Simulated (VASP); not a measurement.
# C in VASP: notebook

Runs on C. Level: r2SCAN. Tasks: single point.

All numbers are computed with VASP 6.6.1; they aren't measurements. Logs are shortened: lines on timing, memory, paths and dates and some standing lists are left out, and cuts for length are marked.

**1. The cell of the first run**

Symmetry: Cmme, No. 67, orthorhombic system. The conventional cell has a = 2.456 Å, b = 4.254 Å, c = 7.173 Å, α = 90.00°, β = 90.00°, γ = 90.00°. Within 1.9 Å of C (site symmetry m) lie 3 C at 1.42 Å.

**2. Single point, r2SCAN**

POSCAR

```
C
1.0
    1.2280479700     -2.1270618200      0.0000000000
    1.2280479700      2.1270618200      0.0000000000
    0.0000000000      0.0000000000      7.1732677600
C
4
Direct
    0.0833794600      0.9166205400      0.7531376000
    0.5833794600      0.4166205400      0.2468624000
    0.9166205400      0.0833794600      0.2468624000
    0.4166205400      0.5833794600      0.7531376000
```

INCAR.step1

```
SYSTEM = C
PREC = Accurate
ENCUT = 520
ISMEAR = 0
SIGMA = 0.1
LREAL = .FALSE.
LASPH = .TRUE.
NELM = 100
NBANDS = 16
GGA = PE
ALGO = Normal
EDIFF = 1E-4
LWAVE = .TRUE.
LCHARG = .FALSE.
```

INCAR.step2

```
SYSTEM = C
PREC = Accurate
ENCUT = 520
EDIFF = 1E-6
ISMEAR = 0
SIGMA = 0.1
LREAL = .FALSE.
LASPH = .TRUE.
NELM = 100
ALGO = Normal
ISIF = 2
LWAVE = .FALSE.
LCHARG = .FALSE.
METAGGA = R2SCAN
LMIXTAU = .TRUE.
NBANDS = 16
ISTART = 1
```

KPOINTS

```
Automatic mesh
0
G
  6 6 1
  0 0 0
```

Potentials or basis: VASP PAW PBE potentials, release 64 (C).

Command:

```bash
cat potpaw_PBE.64/C/POTCAR > POTCAR
cp INCAR.step1 INCAR
mpirun -np 1 vasp_std > vasp.out
cp INCAR.step2 INCAR
mpirun -np 1 vasp_std > vasp.out
```

OUTCAR:

```text
SYSTEM = C
   PREC = Accurate
   ENCUT = 520
   EDIFF = 1E-6
   ISMEAR = 0
   LREAL = .FALSE.
   LASPH = .TRUE.
   NELM = 100
   ISIF = 2
   METAGGA = R2SCAN
   ISTART = 1

 ion  position               nearest neighbor table
   1  0.083  0.917  0.753-   4 1.42   4 1.42   4 1.42
   2  0.583  0.417  0.247-   3 1.42   3 1.42   3 1.42
   3  0.917  0.083  0.247-   2 1.42   2 1.42   2 1.42
   4  0.417  0.583  0.753-   1 1.42   1 1.42   1 1.42

  LATTYP: Found a hexagonal cell.
 ALAT       =     2.4561135566
 C/A-ratio  =     2.9205765918

  Lattice vectors:

 A1 = (   1.2280479700,  -2.1270618200,   0.0000000000)
 A2 = (   1.2280479700,   2.1270618200,   0.0000000000)
 A3 = (   0.0000000000,   0.0000000000,   7.1732677600)

Analysis of symmetry for initial positions (statically):
=====================================================================
 Subroutine PRICEL returns:
 Original cell was already a primitive cell.

 Routine SETGRP: Setting up the symmetry group for a
 hexagonal supercell.

 Subroutine GETGRP returns: Found  8 space group operations
 (whereof  4 operations were pure point group operations)
 out of a pool of 24 trial point group operations.

The static configuration has the point symmetry C_2h.
 The point group associated with its full space group is D_2h.

Analysis of symmetry for dynamics (positions and initial velocities):
=====================================================================
 Subroutine PRICEL returns:
 Original cell was already a primitive cell.

 Routine SETGRP: Setting up the symmetry group for a
 hexagonal supercell.

 Subroutine GETGRP returns: Found  8 space group operations
 (whereof  4 operations were pure point group operations)
 out of a pool of 24 trial point group operations.

The dynamic configuration has the point symmetry C_2h.
 The point group associated with its full space group is D_2h.

 Subroutine INISYM returns: Found  8 space group operations
 (whereof  4 operations are pure point group operations),
 and found     1 'primitive' translations

----------------------------------------------------------------------------------------

                                     Primitive cell

  volume of cell :      37.4751

  direct lattice vectors                    reciprocal lattice vectors
     1.228047970 -2.127061820  0.000000000     0.407150219 -0.235066041  0.000000000
     1.228047970  2.127061820  0.000000000     0.407150219  0.235066041  0.000000000
     0.000000000  0.000000000  7.173267760     0.000000000  0.000000000  0.139406479

  length of vectors
     2.456113557  2.456113557  7.173267760     0.470135453  0.470135453  0.139406479

  position of ions in fractional coordinates (direct lattice)
     0.083379460  0.916620540  0.753137600
     0.583379460  0.416620540  0.246862400
     0.916620540  0.083379460  0.246862400
     0.416620540  0.583379460  0.753137600

  ion indices of the primitive-cell ions
   primitive index   ion index
                 1           1
                 2           2
                 3           3
                 4           4

----------------------------------------------------------------------------------------

 KPOINTS: Automatic mesh

Automatic generation of k-mesh.
 Grid dimensions read from file:
 generate k-points for:    6    6    1

 Generating k-lattice:

  Cartesian coordinates                     Fractional coordinates (reciprocal lattice)
     0.067858370 -0.039177673  0.000000000     0.166666667 -0.000000000  0.000000000
     0.067858370  0.039177673  0.000000000    -0.000000000  0.166666667  0.000000000
     0.000000000  0.000000000  0.139406479     0.000000000  0.000000000  1.000000000

  Length of vectors
     0.078355909  0.078355909  0.139406479

  Shift w.r.t. Gamma in fractional coordinates (k-lattice)
     0.000000000  0.000000000  0.000000000

 Subroutine IBZKPT returns following result:
 ===========================================

 Found     13 irreducible k-points:

 Following reciprocal coordinates:
            Coordinates               Weight
  0.000000  0.000000  0.000000      1.000000
  0.166667  0.000000  0.000000      4.000000
 -0.166667  0.166667  0.000000      2.000000
  0.333333  0.000000  0.000000      4.000000
 -0.333333  0.333333  0.000000      2.000000
  0.500000  0.000000  0.000000      2.000000
  0.500000  0.500000  0.000000      1.000000
  0.166667  0.166667  0.000000      2.000000
 -0.166667  0.333333  0.000000      4.000000
  0.333333  0.166667  0.000000      4.000000
 -0.166667  0.500000  0.000000      4.000000
  0.500000  0.333333  0.000000      4.000000
  0.333333  0.333333  0.000000      2.000000
   k-points           NKPTS =     13   k-points in BZ     NKDIM =     13   number of bands    NBANDS=     16
   number of dos      NEDOS =    301   number of ions     NIONS =      4
   total plane-waves  NPLWV =  17496
   dimension x,y,z NGX =    18 NGY =   18 NGZ =   54
   dimension x,y,z NGXF=    36 NGYF=   36 NGZF=  108
   ions per type =               4
   NGX,Y,Z   is equivalent  to a cutoff of  12.18, 12.18, 12.51 a.u.
   NGXF,Y,Z  is equivalent  to a cutoff of  24.37, 24.37, 25.03 a.u.
 SYSTEM =  C
   PREC   = accura    normal or accurate (medium, high low for compatibility)
   ISTART =      1    job   : 0-new  1-cont  2-samecut
   ICHARG =      0    charge: 1-file 2-atom 10-const
   ISPIN  =      1    spin polarized calculation?
   LNONCOLLINEAR =      F non collinear calculations
   LSORBIT =      F    spin-orbit coupling
   LASPH  =      T    aspherical Exc in radial PAW
   ENCUT  =  520.0 eV  38.22 Ry    6.18 a.u.   4.57  4.57 13.34*2*pi/ulx,y,z
   NELM   =    100;   NELMIN=  2; NELMDL=  0     # of ELM steps
   EDIFF  = 0.1E-05   stopping-criterion for ELM
   LREAL  =      F    real-space projection
[... 7 lines left out ...]
   TEBEG  =    0.0;   TEEND  =   0.0 temperature during run
   PSTRESS=    0.0 pullay stress
   NELECT =      16.0000    total number of electrons
   NUPDOWN=      -1.0000    fix difference up-down
   EMIN   =  10.00;   EMAX   =-10.00  energy-range for DOS
   EFERMI =   0.00;   METHOD = LEGACY
   ISMEAR =     0;   SIGMA  =   0.10  broadening in eV -4-tet -1-fermi 0-gaus
   EFERMI_NEDOS =   21; number of points for ismear=-14 and -15
   IALGO  =     38    algorithm
   IMIX   =      4    mixing-type and parameters
     AMIX     =   0.40;   BMIX     =  1.00
     AMIX_MAG =   1.60;   BMIX_MAG =  1.00
  volume/ion in A,a.u.               =       9.37        63.22
  Fermi-wavevector in a.u.,A,eV,Ry     =   1.232728  2.329519 20.675669  1.519619
  Thomas-Fermi vector in A             =   2.367487
   LORBIT       =      0    0 simple, 1 ext, 2 COOP (PROOUT), +10 PAW based schemes
   METAGGA = R2SCAN    functional components
   LHFCALC =     F    Hartree Fock is set to
   AEXX    =    0.0000 exact exchange contribution
   IVDW    =     0    specifies the selected vdW correction
   LEPSILON=     F    determine dielectric tensor
   LRPA    =     F    only Hartree local field effects (RPA)
 non-spin polarized calculation
 Gauss-broadening in eV      SIGMA  =   0.10
  energy-cutoff  :      520.00
  volume of cell :       37.48
 maximum number of plane-waves:      1020
   NGX =  9   NGY =  9   NGZ = 27

 number of electron      15.9999996 magnetization

 Free energy of the ion-electron system (eV)
  ---------------------------------------------------
  ext. energy  EPLUGINS =         0.00000000
  ---------------------------------------------------
  free energy    TOTEN  =       -39.62259904 eV

  energy without entropy =      -39.62207504  energy(sigma->0) =      -39.62233704

 E-fermi :   4.1224     XC(G=0): -10.6524

 val. band max:        3.9648127607   @ k =   0.3333   0.3333   0.0000
 cond. band min:       4.2798906824   @ k =   0.3333   0.3333   0.0000
 fundamental gap:      0.3150779217
 Fermi energy:         4.1223517222

 k-point     1 :       0.0000    0.0000    0.0000
  band No.  band energies     occupation
      1     -16.7888      2.00000
      2     -16.6146      2.00000
      3      -4.6648      2.00000
      4      -3.2415      2.00000
      5       0.9230      2.00000
      6       0.9292      2.00000
[... 8 lines left out ...]
     15      16.6146      0.00000
     16      16.7055      0.00000

 k-point     2 :       0.1667    0.0000    0.0000
  band No.  band energies     occupation
      1     -16.0891      2.00000
      2     -15.9221      2.00000
      3      -3.8212      2.00000
      4      -2.4365      2.00000
      5      -1.5548      2.00000
      6      -1.5180      2.00000
[... 8 lines left out ...]
     15      15.5995      0.00000
     16      15.6001      0.00000

 k-point     3 :      -0.1667    0.1667    0.0000
  band No.  band energies     occupation
      1     -16.0891      2.00000
      2     -15.9222      2.00000
      3      -3.8225      2.00000
      4      -2.4342      2.00000
      5      -1.5596      2.00000
      6      -1.5271      2.00000
[... 8 lines left out ...]
     15      15.5620      0.00000
     16      15.6182      0.00000

 k-point     4 :       0.3333    0.0000    0.0000
  band No.  band energies     occupation
      1     -14.0265      2.00000
      2     -13.8809      2.00000
      3      -6.1821      2.00000
      4      -6.1057      2.00000
      5      -2.0068      2.00000
      6      -2.0067      2.00000
[... 8 lines left out ...]
     15      19.8855      0.00000
     16      21.3896      0.00000

 k-point     5 :      -0.3333    0.3333    0.0000
  band No.  band energies     occupation
      1     -14.0275      2.00000
      2     -13.8800      2.00000
      3      -6.1852      2.00000
      4      -6.1111      2.00000
      5      -2.0153      2.00000
      6      -1.9871      2.00000
[... 8 lines left out ...]
     15      19.9098      0.00000
     16      21.3627      0.00000

 k-point     6 :       0.5000    0.0000    0.0000
  band No.  band energies     occupation
      1     -11.1769      2.00000
      2     -11.1769      2.00000
      3      -9.9362      2.00000
      4      -9.9362      2.00000
      5      -2.6833      2.00000
      6      -2.6833      2.00000
[... 8 lines left out ...]
     15      18.9079      0.00000
     16      18.9079      0.00000

 k-point     7 :       0.5000    0.5000    0.0000
  band No.  band energies     occupation
      1     -11.2350      2.00000
      2     -11.1064      2.00000
      3      -9.9962      2.00000
      4      -9.8956      2.00000
      5      -2.6931      2.00000
      6      -2.6636      2.00000
[... 8 lines left out ...]
     15      18.1532      0.00000
     16      21.0444      0.00000

 k-point     8 :       0.1667    0.1667    0.0000
  band No.  band energies     occupation
      1     -14.7073      2.00000
      2     -14.5548      2.00000
      3      -4.1910      2.00000
      4      -4.1304      2.00000
      5      -2.6970      2.00000
      6      -2.6595      2.00000
[... 8 lines left out ...]
     15      16.2983      0.00000
     16      16.3676      0.00000

 k-point     9 :      -0.1667    0.3333    0.0000
  band No.  band energies     occupation
      1     -14.7078      2.00000
      2     -14.5545      2.00000
      3      -4.1679      2.00000
      4      -4.1677      2.00000
      5      -2.6722      2.00000
      6      -2.6688      2.00000
[... 8 lines left out ...]
     15      16.2850      0.00000
     16      16.3741      0.00000

 k-point    10 :       0.3333    0.1667    0.0000
  band No.  band energies     occupation
      1     -12.0559      2.00000
      2     -11.9343      2.00000
      3      -8.0855      2.00000
      4      -7.9947      2.00000
      5      -4.4430      2.00000
      6      -4.3923      2.00000
[... 8 lines left out ...]
     15      17.2116      0.00000
     16      17.8706      0.00000

 k-point    11 :      -0.1667    0.5000    0.0000
  band No.  band energies     occupation
      1     -12.0567      2.00000
      2     -11.9335      2.00000
      3      -8.0808      2.00000
      4      -8.0016      2.00000
      5      -4.4393      2.00000
      6      -4.3935      2.00000
[... 8 lines left out ...]
     15      17.8631      0.00000
     16      18.4148      0.00000

 k-point    12 :       0.5000    0.3333    0.0000
  band No.  band energies     occupation
      1     -12.0592      2.00000
      2     -11.9302      2.00000
      3      -8.0853      2.00000
      4      -8.0046      2.00000
      5      -4.4368      2.00000
      6      -4.3881      2.00000
[... 8 lines left out ...]
     15      17.8852      0.00000
     16      18.7373      0.00000

 k-point    13 :       0.3333    0.3333    0.0000
  band No.  band energies     occupation
      1      -9.4131      2.00000
      2      -9.3836      2.00000
      3      -9.3479      2.00000
      4      -9.3055      2.00000
      5      -7.0332      2.00000
      6      -7.0091      2.00000
[... 8 lines left out ...]
     15      17.2266      0.00000
     16      19.6727      0.00000

------------------------ aborting loop because EDIFF is reached ----------------------------------------

  FORCE on cell =-STRESS in cart. coord.  units (eV):
  Direction    XX          YY          ZZ          XY          YZ          ZX
  --------------------------------------------------------------------------------------
  -------------------------------------------------------------------------------------
  Total        0.4421620      0.1865163      0.1587353      0.0000000     -0.0000000      0.0000000
  in kB       18.9038172      7.9741605      6.7864337      0.0000000     -0.0000000      0.0000000
  external PRESSURE =      11.2214704 kB  Pullay stress =       0.0000000 kB

 VOLUME and BASIS-vectors are now :
 -----------------------------------------------------------------------------
  energy-cutoff  :      520.00
  volume of cell :       37.48
      direct lattice vectors                 reciprocal lattice vectors
     1.228047970 -2.127061820  0.000000000     0.407150219 -0.235066041  0.000000000
     1.228047970  2.127061820  0.000000000     0.407150219  0.235066041  0.000000000
     0.000000000  0.000000000  7.173267760     0.000000000  0.000000000  0.139406479

 POSITION                                       TOTAL-FORCE (eV/Angst)
 -----------------------------------------------------------------------------------
      1.22805      1.77236      5.40246         0.000000      0.035209     -0.003640
      1.22805     -0.35471      1.77081         0.000000      0.035209      0.003640
      1.22805     -1.77236      1.77081         0.000000     -0.035209      0.003640
      1.22805      0.35471      5.40246         0.000000     -0.035209     -0.003640
 -----------------------------------------------------------------------------------
    total drift:                                0.000000     -0.000000      0.000000

  FREE ENERGIE OF THE ION-ELECTRON SYSTEM (eV)
  ---------------------------------------------------
  free  energy   TOTEN  =       -39.6225990398 eV

  energy  without entropy=      -39.6220750440  energy(sigma->0) =      -39.62233704
```

Wall time 35 s (1 thread of Intel Xeon 8259CL, shared host); peak memory 0.14 GiB.

What came out:

```yaml
Free_energy: -39.6226 eV
Pressure: 1.1 GPa
Largest_force: 0.035 eV/Å
```

Forces in eV/Å, atoms in the order of the input:
```
C    0.000  0.035 -0.004
C    0.000  0.035  0.004
C    0.000 -0.035  0.004
C    0.000 -0.035 -0.004
```

Caveat: the k points lie up to 0.88 Å⁻¹ apart; the PAW data sets were made with another functional, which shifts forces and pressure a little.

(Continued in part 2 of 3.)
